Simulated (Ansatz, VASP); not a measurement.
## Two plane-wave programs on Na

The input INCAR:

```
SYSTEM = Na
PREC = Accurate
ENCUT = 520
EDIFF = 1E-7
ISMEAR = 0
SIGMA = 0.15
LREAL = .FALSE.
LASPH = .TRUE.
NELM = 100
ALGO = Fast
ISIF = 2
LWAVE = .FALSE.
LCHARG = .FALSE.
GGA = PS
NBANDS = 10
```

The input KPOINTS:

```
Automatic mesh
0
G
  18 18 18
  0 0 0
```

POSCAR

```
Na
1.0
   -2.4444751881      2.4444751881      1.5889088723
    2.4444751881     -2.4444751881      1.5889088723
    2.4444751881      2.4444751881     -1.5889088723
Na
1
Direct
    0.0000000000      0.0000000000      0.0000000000
```

Input for Ansatz:

```yaml
crystal:
  lattice:
    - [-2.4444751881, 2.4444751881, 1.5889088723]
    - [2.4444751881, -2.4444751881, 1.5889088723]
    - [2.4444751881, 2.4444751881, -1.5889088723]
  atoms:
    - { symbol: Na, position: [0.0, 0.0, 0.0] }
basis:
  ecutwfc: 420
kpoints:
  mp_grid: { grid: [18, 18, 18] }
hamiltonian:
  xc: pbesol
scf:
  occupations: { method: gaussian, width: 0.15 }
output:
  forces: true
  stress: true
  eigenvalues: true
```

Alike in both runs: task single point; functional PBEsol; k mesh 18 × 18 × 18; occupations gaussian, width 0.15 eV; no spin polarisation.

|  | VASP | Ansatz |
| --- | --- | --- |
| version | VASP 6.6.1 | Ansatz 0.2.0 |
| potentials or method | VASP PAW PBE potentials, release 64 (Na_pv), cutoff 520 eV | scalar-relativistic, plane waves, PAW |
| valence electrons in the cell | 7 | 9 |

|  | VASP | Ansatz | Ansatz less VASP |
| --- | --- | --- | --- |
| gap on the k mesh at the Fermi level (eV) | none | none | - |
| pressure (GPa) | 0.1 | 0.1 | -0.02 |
| traceless stress, the component that is largest in VASP (GPa) | 2.61 | 2.60 | -0.007 |

VASP's potentials were made for PBE, not for PBEsol. A gap of «none» marks a metal or a gap that the smearing closes. With one functional, cell and mesh, what is left measures potentials, basis and numerics. VASP's potentials hold 7 valence electrons a cell and Ansatz's 9, so a difference there can come from the potentials and not from the codes.
